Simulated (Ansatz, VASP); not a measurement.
# ScPt: VASP beside Ansatz

```
CELL_PARAMETERS angstrom
3.20325 0.00000 0.00000
0.00000 3.20325 0.00000
0.00000 0.00000 3.20325
ATOMIC_POSITIONS crystal
Sc 0.50000 0.50000 0.50000
Pt 0.00000 0.00000 0.00000
```

Change from the starting cell: volume scaled by 0.94.

Alike in both runs: task single point; functional LDA; k mesh 10 × 10 × 10; occupations fermi-dirac, width 0.05 eV; no spin polarisation.

|  | VASP | Ansatz |
| --- | --- | --- |
| version | VASP 6.6.1 | Ansatz 0.2.0 |
| potentials or method | VASP PAW LDA potentials, release 64 (Sc_sv, Pt), cutoff 520 eV | all-electron LAPW, scalar-relativistic |

Ansatz gave:

* pressure (GPa): 4.3

Problem. Estimate VASP's values.

Solution. Pressure (GPa): 5.1.

LDA's correlation is that of Perdew and Zunger in VASP and of Perdew and Wang (1992) in Ansatz. Ansatz ran all-electron here, and VASP with PAW potentials.

Spin-orbit coupling is off throughout.
